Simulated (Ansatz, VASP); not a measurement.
Zn2CdN2 in VASP and in Ansatz

File INCAR:

```
SYSTEM = Zn2CdN2
PREC = Accurate
ENCUT = 520
EDIFF = 1E-6
ISMEAR = -1
SIGMA = 0.1
LREAL = .False.
LASPH = .True.
NELM = 100
ALGO = Normal
ISIF = 2
LWAVE = .False.
LCHARG = .True.
GGA = B5
ALDAX = 1.0
AGGAX = 1.0
AGGAC = 1.0
ALDAC = 0.0
LELF = .True.
LVHAR = .True.
NBANDS = 31
```

KPOINTS

```
Automatic mesh
0
Gamma
  12 12 4
  0 0 0
```

The input POSCAR:

```
Zn2CdN2
1.0
    3.4684690000      0.0000000000      0.0000000000
   -1.7342345000      3.0037822662      0.0000000000
    0.0000000000      0.0000000000      6.1113010000
Zn Cd N
2 1 2
Direct
    0.6666670000      0.3333330000      0.1481300000
    0.3333330000      0.6666670000      0.8518700000
    0.0000000000      0.0000000000      0.5000000000
    0.6666670000      0.3333330000      0.7660630000
    0.3333330000      0.6666670000      0.2339370000
```

Input for Ansatz:

```yaml
crystal:
  lattice:
    - [3.468469, 0.0, 0.0]
    - [-1.7342344999999992, 3.003782266238808, 0.0]
    - [0.0, 0.0, 6.111301]
  atoms:
    - { symbol: Zn, position: [0.6666670000000002, 0.333333, 0.14813] }
    - { symbol: Zn, position: [0.33333300000000005, 0.6666670000000001, 0.85187] }
    - { symbol: Cd, position: [0.0, 0.0, 0.5] }
    - { symbol: "N", position: [0.6666670000000002, 0.333333, 0.766063] }
    - { symbol: "N", position: [0.33333300000000005, 0.6666670000000001, 0.233937] }
kpoints:
  mp_grid:
    grid: [12, 12, 4]
hamiltonian:
  xc: blyp
  pseudopotentials:
    kind: paw
scf:
  occupations:
    method: fermi_dirac
    width: 0.1
output:
  forces: true
  stress: true
```

Alike in both runs: task single point; functional BLYP; k mesh 12 × 12 × 4; occupations fermi-dirac, width 0.1 eV; no spin polarisation.

|  | VASP | Ansatz |
| --- | --- | --- |
| version | VASP 6.6.1 | Ansatz 0.2.0 |
| potentials or method | VASP PAW PBE potentials, release 64 (Zn, Cd, N) | plane waves, PAW |
| plane-wave cutoff (eV) | 520 | 420 |
| valence electrons in the cell | 46 | 54 |

```csv
,VASP,Ansatz,Ansatz less VASP
pressure (GPa),5.9,5.0,-0.85
"traceless stress, the component that is largest in VASP (GPa)",0.21,0.30,+0.092
rms of the force components (eV/Å),0.014,0.018,+0.0046
```

VASP's potentials were made for PBE, not for BLYP. Atom by atom the forces differ by 0.005 eV/Å (rms over components). With one functional, cell and mesh, what is left measures potentials, basis and numerics. VASP's potentials hold 46 valence electrons a cell and Ansatz's 54, so a difference there can come from the potentials and not from the codes. Ansatz's warnings: structure snapped to symmetry.
